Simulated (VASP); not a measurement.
# SiC (Fm-3m) in VASP: notebook

SiC is run at these levels: PBEsol; tasks: vibrations by perturbation theory.

Everything below comes from runs of VASP 6.6.1. Logs are shortened: lines on timing, memory, paths and dates and some standing lists are left out, and cuts for length are marked.

## (1) The cell of the first run

The structure is cubic, space group Fm-3m (No. 225). The conventional cell has a = 3.952 Å, b = 3.952 Å, c = 3.952 Å, α = 90.00°, β = 90.00°, γ = 90.00°. Within 2.6 Å of C (site symmetry m-3m) lie 6 Si at 1.98 Å. Si (site symmetry m-3m) has 6 C at 1.98 Å within 2.6 Å.

## (2) Vibrations by perturbation theory, PBEsol

The input, INCAR:

```
PREC = Accurate
ENCUT = 520
EDIFF = 1E-8
ISMEAR = -1
SIGMA = 0.15
LREAL = F
LASPH = T
NELM = 60
ALGO = Normal
ISIF = 2
LWAVE = F
LCHARG = T
GGA = PS
IBRION = 8
NSW = 1
```

The input, KPOINTS:

```
Automatic mesh
0
Gamma
  18 18 18
```

The input, POSCAR:

```
SiC
1.0
    0.0000000000      1.9759000000      1.9759000000
    1.9759000000      0.0000000000      1.9759000000
    1.9759000000      1.9759000000      0.0000000000
C Si
1 1
Direct
    0.0000000000      0.0000000000      0.0000000000
    0.5000000000      0.5000000000      0.5000000000
```

Potentials or basis: VASP PAW PBE potentials, release 64 (C, Si).

Run with:

```bash
$ cat potpaw_PBE.64/C/POTCAR potpaw_PBE.64/Si/POTCAR > POTCAR
$ mpirun -np 1 vasp_std > vasp.out
```

OUTCAR:

```text
PREC = Accurate
   ENCUT = 520
   EDIFF = 1E-8
   ISMEAR = -1
   LREAL = F
   LASPH = T
   NELM = 60
   ISIF = 2
   GGA = PS
   IBRION = 8
   NSW = 1

 ion  position               nearest neighbor table
   1  0.000  0.000  0.000-   2 1.98   2 1.98   2 1.98   2 1.98   2 1.98   2 1.98
   2  0.500  0.500  0.500-   1 1.98   1 1.98   1 1.98   1 1.98   1 1.98   1 1.98

  LATTYP: Found a face centered cubic cell.
 ALAT       =     3.9518000000

  Lattice vectors:

 A1 = (   0.0000000000,   1.9759000000,   1.9759000000)
 A2 = (   1.9759000000,   0.0000000000,   1.9759000000)
 A3 = (   1.9759000000,   1.9759000000,   0.0000000000)

Analysis of symmetry for initial positions (statically):
=====================================================================
 Subroutine PRICEL returns:
 Original cell was already a primitive cell.

 Routine SETGRP: Setting up the symmetry group for a
 face centered cubic supercell.

 Subroutine GETGRP returns: Found 48 space group operations
 (whereof 48 operations were pure point group operations)
 out of a pool of 48 trial point group operations.

The static configuration has the point symmetry O_h .

Analysis of symmetry for dynamics (positions and initial velocities):
=====================================================================
 Subroutine PRICEL returns:
 Original cell was already a primitive cell.

 Routine SETGRP: Setting up the symmetry group for a
 face centered cubic supercell.

 Subroutine GETGRP returns: Found 48 space group operations
 (whereof 48 operations were pure point group operations)
 out of a pool of 48 trial point group operations.

The dynamic configuration has the point symmetry O_h .

 Subroutine INISYM returns: Found 48 space group operations
 (whereof 48 operations are pure point group operations),
 and found     1 'primitive' translations

----------------------------------------------------------------------------------------

                                     Primitive cell

  volume of cell :      15.4285

  direct lattice vectors                    reciprocal lattice vectors
     0.000000000  1.975900000  1.975900000    -0.253049243  0.253049243  0.253049243
     1.975900000  0.000000000  1.975900000     0.253049243 -0.253049243  0.253049243
     1.975900000  1.975900000  0.000000000     0.253049243  0.253049243 -0.253049243

  length of vectors
     2.794344578  2.794344578  2.794344578     0.438294146  0.438294146  0.438294146

  position of ions in fractional coordinates (direct lattice)
     0.000000000  0.000000000  0.000000000
     0.500000000  0.500000000  0.500000000

  ion indices of the primitive-cell ions
   primitive index   ion index
                 1           1
                 2           2

----------------------------------------------------------------------------------------

 KPOINTS: Automatic mesh

Automatic generation of k-mesh.
 Grid dimensions read from file:
 generate k-points for:   18   18   18

 Generating k-lattice:

  Cartesian coordinates                     Fractional coordinates (reciprocal lattice)
    -0.014058291  0.014058291  0.014058291     0.055555556  0.000000000  0.000000000
     0.014058291 -0.014058291  0.014058291     0.000000000  0.055555556  0.000000000
     0.014058291  0.014058291 -0.014058291     0.000000000  0.000000000  0.055555556

  Length of vectors
     0.024349675  0.024349675  0.024349675

  Shift w.r.t. Gamma in fractional coordinates (k-lattice)
     0.000000000  0.000000000  0.000000000

 Subroutine IBZKPT returns following result:
 ===========================================

[... 71 lines left out ...]
   LORBIT       =      0    0 simple, 1 ext, 2 COOP (PROOUT), +10 PAW based schemes
   GGA     = PS    functional components
   LHFCALC =     F    Hartree Fock is set to
   AEXX    =    0.0000 exact exchange contribution
   IVDW    =     0    specifies the selected vdW correction
   LEPSILON=     F    determine dielectric tensor
   LRPA    =     F    only Hartree local field effects (RPA)
 non-spin polarized calculation
  energy-cutoff  :      520.00
  volume of cell :       15.43
 maximum number of plane-waves:       432
 NGX is ok and might be reduce to    24
   NGX = 11   NGY = 11   NGZ = 11

--------------------------------------- Ionic step        1  -------------------------------------------

 number of electron       8.0000000 magnetization

 Free energy of the ion-electron system (eV)
  ---------------------------------------------------
  ext. energy  EPLUGINS =         0.00000000
  ---------------------------------------------------
  free energy    TOTEN  =       -14.55196261 eV

  energy without entropy =      -14.53992390  energy(sigma->0) =      -14.54594326

 E-fermi :  13.6259     XC(G=0): -13.1167

 val. band max:       13.5560704577   @ k =  -0.1111   0.1111   0.0000
 cond. band min:      13.6873145517   @ k =   0.4444   0.3889   0.0000
 fundamental gap:      0.1312440940
 Fermi energy:        13.6259384833

 k-point     1 :       0.0000    0.0000    0.0000
  band No.  band energies     occupation
      1      -5.8391      2.00000
      2      13.5220      1.33330
      3      13.5220      1.33330
      4      13.5220      1.33330
      5      22.3691      0.00000
      6      22.3975      0.00000
      7      22.3975      0.00000
      8      22.3975      0.00000
[... 243 lines left out ...]
 k-point    24 :      -0.2222    0.0556    0.0000
  band No.  band energies     occupation
      1      -4.2991      2.00000
      2       8.1131      2.00000
      3      12.0069      1.99996
      4      13.1539      1.91756
      5      20.7895      0.00000
      6      20.8640      0.00000
      7      21.4643      0.00000
      8      24.7669      0.00000

 [... further k-points ...]
[... 5 lines left out ...]
  --------------------------------------------------------------------------------------
  -------------------------------------------------------------------------------------
  Total        1.8686014      1.8686014      1.8686014     -0.0000000      0.0000000      0.0000000
  in kB      194.0449635    194.0449635    194.0449635     -0.0000000      0.0000000      0.0000000
  external PRESSURE =     194.0449635 kB  Pullay stress =       0.0000000 kB

 VOLUME and BASIS-vectors are now :
 -----------------------------------------------------------------------------
  energy-cutoff  :      520.00
  volume of cell :       15.43
      direct lattice vectors                 reciprocal lattice vectors
     0.000000000  1.975900000  1.975900000    -0.253049243  0.253049243  0.253049243
     1.975900000  0.000000000  1.975900000     0.253049243 -0.253049243  0.253049243
     1.975900000  1.975900000  0.000000000     0.253049243  0.253049243 -0.253049243

 POSITION                                       TOTAL-FORCE (eV/Angst)
 -----------------------------------------------------------------------------------
      0.00000      0.00000      0.00000        -0.000000      0.000000     -0.000000
      1.97590      1.97590      1.97590         0.000000     -0.000000      0.000000
 -----------------------------------------------------------------------------------
    total drift:                                0.000000     -0.000000     -0.000000

  FREE ENERGIE OF THE ION-ELECTRON SYSTEM (eV)
  ---------------------------------------------------
  free  energy   TOTEN  =       -14.5519626127 eV

  energy  without entropy=      -14.5399239039  energy(sigma->0) =      -14.54594326

[... ionic steps 2 to 3 ...]

--------------------------------------- Ionic step        4  -------------------------------------------

------------------------ aborting loop because EDIFF is reached ----------------------------------------

[... ionic steps 5 to 6 ...]

--------------------------------------- Ionic step        7  -------------------------------------------

 Free energy of the ion-electron system (eV)
  ---------------------------------------------------
  ---------------------------------------------------
  free energy    TOTEN  =        -0.01322051 eV

  energy without entropy =       -0.01322051

------------------------ aborting loop because EDIFF is reached ----------------------------------------

 INTERNAL STRAIN TENSOR  FOR ION    2  DIRECTION 1   (eV/Angst):
 -----------------------------------------------------------------------------
     0.00955  0.00000  0.00000
     0.00000 -0.00664 -0.00000
     0.00000 -0.00000 -0.00664

 INTERNAL STRAIN TENSOR FOR ION    2 for displacements in x,y,z  (eV/Angst):
          X           Y           Z          XY          YZ          ZX
  --------------------------------------------------------------------------------
  x     0.00000     0.00000     0.00000     0.00000     0.00000     0.00000
  y     0.00000     0.00000     0.00000     0.00000     0.00000     0.00000
  z     0.00000     0.00000     0.00000     0.00000     0.00000     0.00000

 SECOND DERIVATIVES (NOT SYMMETRIZED)
 ------------------------------------
               1X          1Y          1Z          2X          2Y          2Z
  1X    -8.409822    0.000000    0.000000    8.409822    0.000000    0.000000
  1Y     0.000000   -8.409822    0.000000    0.000000    8.409822    0.000000
  1Z     0.000000    0.000000   -8.409822    0.000000    0.000000    8.409822
  2X     8.410598    0.000000    0.000000   -8.410598    0.000000    0.000000
  2Y     0.000000    8.410598    0.000000    0.000000   -8.410598    0.000000
  2Z     0.000000    0.000000    8.410598    0.000000    0.000000   -8.410598

 Eigenvectors and eigenvalues of the dynamical matrix
 ----------------------------------------------------

   1 f  =   15.630535 THz    98.209550 2PiTHz  521.378536 cm-1    64.642671 meV
             X         Y         Z           dx          dy          dz
      0.000000  0.000000  0.000000     0.828553    0.118001    0.000000
      1.975900  1.975900  1.975900    -0.541867   -0.077172    0.000000
[... 21 lines left out ...]
   6 f/i=    0.000330 THz     0.002075 2PiTHz    0.011018 cm-1     0.001366 meV
             X         Y         Z           dx          dy          dz
      0.000000  0.000000  0.000000    -0.066622    0.210169    0.500965
      1.975900  1.975900  1.975900    -0.101870    0.321364    0.766011

--------------------------------------------------------------------------------------------------------

 ELASTIC MODULI CONTR FROM IONIC RELAXATION (kBar)
 Direction    XX          YY          ZZ          XY          YZ          ZX
 --------------------------------------------------------------------------------
 XX           0.0000      0.0000      0.0000      0.0000      0.0000      0.0000
 YY           0.0000      0.0000      0.0000      0.0000      0.0000      0.0000
 ZZ           0.0000      0.0000      0.0000      0.0000      0.0000      0.0000
 XY           0.0000      0.0000      0.0000      0.0000      0.0000      0.0000
 YZ           0.0000      0.0000      0.0000      0.0000      0.0000      0.0000
 ZX           0.0000      0.0000      0.0000      0.0000      0.0000      0.0000
 --------------------------------------------------------------------------------
```

Run time: 2.9 min. Hardware: 1 thread of Intel Xeon 8259CL, shared host; peak memory 0.28 GiB.

What came out:

| Property | Result |
| --- | --- |
| Highest phonon frequency at Γ, LO-TO splitting left out | 521 cm⁻¹ |

Phonon frequencies in cm⁻¹ (negative: imaginary):
| q point | frequencies |
| --- | --- |
| (0.000, 0.000, 0.000) | 0 0 0 521 521 521 |

Caveat: the cell stands under pressure or tension, which shifts response properties; the PAW data sets were made with another functional, which shifts forces and pressure a little.

## (3) Vibrations by perturbation theory, PBEsol

This run uses another cell than the first one, of 8.21 Å³/atom.

The input, INCAR:

```
ALGO     = Normal         # electronic algorithm
EDIFF    = 1E-8           # SCF threshold, eV
ENCUT    = 520            # plane-wave cutoff, eV
GGA      = PS             # functional
IBRION   = 8              # ionic algorithm
ISIF     = 2              # what is computed and relaxed
ISMEAR   = -1             # smearing method
LASPH    = True           # aspherical terms in the spheres
LCHARG   = False          # write CHGCAR
LREAL    = False          # projectors in reciprocal space
LWAVE    = False          # write WAVECAR
NELM     = 80             # most SCF steps
NSW      = 1              # ionic steps
PREC     = Accurate       # precision mode
SIGMA    = 0.15           # smearing width, eV
```

The input, KPOINTS:

```
k-points
0
Gamma
  18 18 18
```

The input, POSCAR:

```
SiC
1.0
    0.0000000000      2.0171000000      2.0171000000
    2.0171000000      0.0000000000      2.0171000000
    2.0171000000      2.0171000000      0.0000000000
C Si
1 1
Direct
    0.0000000000      0.0000000000      0.0000000000
    0.5000000000      0.5000000000      0.5000000000
```

Potentials or basis: VASP PAW PBE potentials, release 64 (C, Si).

Run with:

```bash
$ cat potpaw_PBE.64/C/POTCAR potpaw_PBE.64/Si/POTCAR > POTCAR
$ mpirun -np 1 vasp_std > vasp.out
```

OUTCAR:

```text
EDIFF = 1E-8
   ENCUT = 520
   GGA = PS
   IBRION = 8
   ISIF = 2
   ISMEAR = -1
   LASPH = True
   LREAL = False
   NELM = 80
   NSW = 1
   PREC = Accurate

 ion  position               nearest neighbor table
   1  0.000  0.000  0.000-   2 2.02   2 2.02   2 2.02   2 2.02   2 2.02   2 2.02
   2  0.500  0.500  0.500-   1 2.02   1 2.02   1 2.02   1 2.02   1 2.02   1 2.02

  LATTYP: Found a face centered cubic cell.
 ALAT       =     4.0342000000

  Lattice vectors:

 A1 = (   0.0000000000,   2.0171000000,   2.0171000000)
 A2 = (   2.0171000000,   0.0000000000,   2.0171000000)
 A3 = (   2.0171000000,   2.0171000000,   0.0000000000)

Analysis of symmetry for initial positions (statically):
=====================================================================
 Subroutine PRICEL returns:
 Original cell was already a primitive cell.

 Routine SETGRP: Setting up the symmetry group for a
 face centered cubic supercell.

 Subroutine GETGRP returns: Found 48 space group operations
 (whereof 48 operations were pure point group operations)
 out of a pool of 48 trial point group operations.

The static configuration has the point symmetry O_h .

Analysis of symmetry for dynamics (positions and initial velocities):
=====================================================================
 Subroutine PRICEL returns:
 Original cell was already a primitive cell.

 Routine SETGRP: Setting up the symmetry group for a
 face centered cubic supercell.

 Subroutine GETGRP returns: Found 48 space group operations
 (whereof 48 operations were pure point group operations)
[... 449 lines left out ...]
    total drift:                                0.000000     -0.000000     -0.000000

  FREE ENERGIE OF THE ION-ELECTRON SYSTEM (eV)
  ---------------------------------------------------
  free  energy   TOTEN  =       -14.6121670463 eV

  energy  without entropy=      -14.5940112450  energy(sigma->0) =      -14.60308915

[... ionic steps 2 to 3 ...]

--------------------------------------- Ionic step        4  -------------------------------------------

------------------------ aborting loop because EDIFF is reached ----------------------------------------

[... ionic steps 5 to 6 ...]

--------------------------------------- Ionic step        7  -------------------------------------------

 Free energy of the ion-electron system (eV)
  ---------------------------------------------------
  ---------------------------------------------------
  free energy    TOTEN  =        -0.01304145 eV

  energy without entropy =       -0.01304145

------------------------ aborting loop because EDIFF is reached ----------------------------------------

 INTERNAL STRAIN TENSOR  FOR ION    2  DIRECTION 1   (eV/Angst):
 -----------------------------------------------------------------------------
     0.01248  0.00000 -0.00000
    -0.00000 -0.00805  0.00000
    -0.00000  0.00000 -0.00805

 INTERNAL STRAIN TENSOR FOR ION    2 for displacements in x,y,z  (eV/Angst):
          X           Y           Z          XY          YZ          ZX
  --------------------------------------------------------------------------------
  x     0.00000     0.00000     0.00000     0.00000     0.00000     0.00000
  y     0.00000     0.00000     0.00000     0.00000     0.00000     0.00000
  z     0.00000     0.00000     0.00000     0.00000     0.00000     0.00000

 SECOND DERIVATIVES (NOT SYMMETRIZED)
 ------------------------------------
               1X          1Y          1Z          2X          2Y          2Z
  1X    -5.598007    0.000000    0.000000    5.598007    0.000000    0.000000
  1Y     0.000000   -5.598007    0.000000    0.000000    5.598007    0.000000
  1Z     0.000000    0.000000   -5.598007    0.000000    0.000000    5.598007
  2X     5.596111    0.000000    0.000000   -5.596111    0.000000    0.000000
  2Y     0.000000    5.596111    0.000000    0.000000   -5.596111    0.000000
  2Z     0.000000    0.000000    5.596111    0.000000    0.000000   -5.596111

 Eigenvectors and eigenvalues of the dynamical matrix
 ----------------------------------------------------

   1 f  =   12.751731 THz    80.121486 2PiTHz  425.351946 cm-1    52.736896 meV
             X         Y         Z           dx          dy          dz
      0.000000  0.000000  0.000000     0.000000    0.836968    0.000000
      2.017100  2.017100  2.017100     0.000000   -0.547252    0.000000
[... 21 lines left out ...]
   6 f/i=    0.000989 THz     0.006215 2PiTHz    0.032993 cm-1     0.004091 meV
             X         Y         Z           dx          dy          dz
      0.000000  0.000000  0.000000     0.000000    0.000000   -0.547252
      2.017100  2.017100  2.017100     0.000000    0.000000   -0.836968

--------------------------------------------------------------------------------------------------------

 ELASTIC MODULI CONTR FROM IONIC RELAXATION (kBar)
 Direction    XX          YY          ZZ          XY          YZ          ZX
 --------------------------------------------------------------------------------
 XX           0.0000      0.0000      0.0000      0.0000      0.0000      0.0000
 YY           0.0000      0.0000      0.0000      0.0000      0.0000      0.0000
 ZZ           0.0000      0.0000      0.0000      0.0000      0.0000      0.0000
 XY           0.0000      0.0000      0.0000      0.0000      0.0000      0.0000
 YZ           0.0000      0.0000      0.0000      0.0000      0.0000      0.0000
 ZX           0.0000      0.0000      0.0000      0.0000      0.0000      0.0000
 --------------------------------------------------------------------------------
```

stdout:

```text
POSCAR found type information on POSCAR C Si
 POSCAR found :  2 types and       2 ions
 scaLAPACK will be used
 -----------------------------------------------------------------------------
|                                                                             |
|                                                                             |
|     You enforced a specific xc type in the INCAR file but a different       |
|     I HOPE YOU KNOW WHAT YOU ARE DOING!                                     |
|                                                                             |
 -----------------------------------------------------------------------------

 LDA part: xc-table for (Slater+PW92), standard interpolation
 POSCAR, INCAR and KPOINTS ok, starting setup
 FFT: planning ... GRIDC
 FFT: planning ... GRID_SOFT
 FFT: planning ... GRID
 WAVECAR not read
 entering main loop
 Linear response reoptimize wavefunctions to high precision
 Linear response DOF=           2
 Linear response progress:
 first order change of Fermi-energy   0.18562E-02
 force on displaced ion       1 direction 1 :  -5.598   0.000   0.000
 Linear response progress:
 first order change of Fermi-energy  -0.22697E-03
 force on displaced ion       2 direction 1 :  -5.596   0.000   0.000
 Linear response finished
```

It took 2.7 min on 1 thread of Intel Xeon 8259CL, shared host; peak memory 0.29 GiB.

What came out:

| Quantity | Value |
| --- | --- |
| Highest phonon frequency at Γ, LO-TO splitting left out | 425 cm⁻¹ |

Phonon frequencies in cm⁻¹ (negative: imaginary):
| q point | frequencies |
| --- | --- |
| (0.000, 0.000, 0.000) | 0 0 0 425 425 425 |

Caveat: the cell stands under pressure or tension, which shifts response properties; the PAW data sets were made with another functional, which shifts forces and pressure a little.
